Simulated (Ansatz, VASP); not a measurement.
# SrCo3: VASP beside Ansatz

The input INCAR:

```
SYSTEM = SrCo3
PREC = Accurate
ENCUT = 520
EDIFF = 1E-6
ISMEAR = 0
SIGMA = 0.05
LREAL = .False.
LASPH = .True.
NELM = 150
ALGO = Normal
ISIF = 2
LWAVE = .False.
LCHARG = .False.
ISPIN = 2
MAGMOM = 0 1.61 1.61 1.61
LORBIT = 11
LMAXMIX = 4
GGA = PS
NBANDS = 30
```

KPOINTS

```
Automatic mesh
0
Gamma
  8 8 8
  0 0 0
```

POSCAR

```
SrCo3
1.0
    3.8573607101      0.0000000000      0.0000000000
    0.0000000000      3.8573607101      0.0000000000
    0.0000000000      0.0000000000      3.8573607101
Sr Co
1 3
Direct
    0.0000000000      0.0000000000      0.0000000000
    0.0000000000      0.5000000000      0.5000000000
    0.5000000000      0.5000000000      0.0000000000
    0.5000000000      0.0000000000      0.5000000000
```

Input for Ansatz:

```yaml
crystal:
  lattice:
    - [3.8573607101, 0.0, 0.0]
    - [0.0, 3.8573607101, 0.0]
    - [0.0, 0.0, 3.8573607101]
  atoms:
    - { symbol: Sr, position: [0.0, 0.0, 0.0] }
    - { symbol: Co, position: [0.0, 0.5, 0.5], spin: 1.61 }
    - { symbol: Co, position: [0.5, 0.5, 0.0], spin: 1.61 }
    - { symbol: Co, position: [0.5, 0.0, 0.5], spin: 1.61 }
basis:
  ecutwfc: 420
  ecutrho_ratio: 4
kpoints:
  mp_grid: { grid: [8, 8, 8] }
hamiltonian:
  xc: pbesol
scf:
  occupations: { method: gaussian, width: 0.05 }
output:
  forces: true
  stress: true
  eigenvalues: true
  populations: true
magnetization:
  spin_polarized: true
```

Alike in both runs: task single point; functional PBEsol; k mesh 8 × 8 × 8; occupations gaussian, width 0.05 eV; collinear spin.

```csv
,VASP,Ansatz
version,VASP 6.6.1,Ansatz 0.2.0
potentials or method,"VASP PAW PBE potentials, release 64 (Sr_sv, Co), cutoff 520 eV","scalar-relativistic, plane waves, PAW"
valence electrons in the cell,37,61
```

Ansatz gave:

- gap on the k mesh at the Fermi level (eV): none
- pressure (GPa): 4.2
- net moment per atom (μB): 1.02
- size of the moment on the site where the two differ most (μB): 0.08

**Question.** What did VASP give for the same quantities?

**Answer.** gap on the k mesh at the Fermi level (eV): none; pressure (GPa): 4.8; net moment per atom (μB): 1.02; size of the moment on the site where the two differ most (μB): 0.11.

VASP's potentials were made for PBE, not for PBEsol. Site moments also hang on the region over which each program counts them. A gap of «none» marks a metal or a gap that the smearing closes. With one functional, cell and mesh, what is left measures potentials, basis and numerics. VASP's potentials hold 37 valence electrons a cell and Ansatz's 61, so a difference there can come from the potentials and not from the codes.
